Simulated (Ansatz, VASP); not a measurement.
**Two plane-wave programs on As2Se**

```
As Se
1.0
    -3.53999    3.53999    2.63950
     3.53999   -3.53999    2.63950
     3.53999    3.53999   -2.63950
As Se
4 2
Direct
  0.87500 0.12500 0.75000
  0.37500 0.12500 0.25000
  0.87500 0.62500 0.75000
  0.87500 0.12500 0.25000
  0.50000 0.50000 0.00000
  0.25000 0.75000 0.50000
```

Alike in both runs: functional PBE; k mesh 8 × 8 × 8; occupations gaussian, width 0.1 eV; no spin polarisation.

Ansatz relaxed the structure, and its values are those at the end. VASP's run is a single point on that final structure, the one shown.

|  | VASP | Ansatz |
| --- | --- | --- |
| version | VASP 6.6.1 | Ansatz 0.2.0 |
| potentials or method | VASP PAW PBE potentials, release 64 (As, Se), cutoff 520 eV | scalar-relativistic, plane waves, PAW |
| valence electrons in the cell | 32 | 92 |

```csv
,VASP,Ansatz,Ansatz less VASP
gap on the k mesh at the Fermi level (eV),none,none,-
pressure (GPa),0.1,0.0,-0.09
```

A gap of «none» marks a metal or a gap that the smearing closes. With one functional, cell and mesh, what is left measures potentials, basis and numerics. VASP's potentials hold 32 valence electrons a cell and Ansatz's 92, so a difference there can come from the potentials and not from the codes.
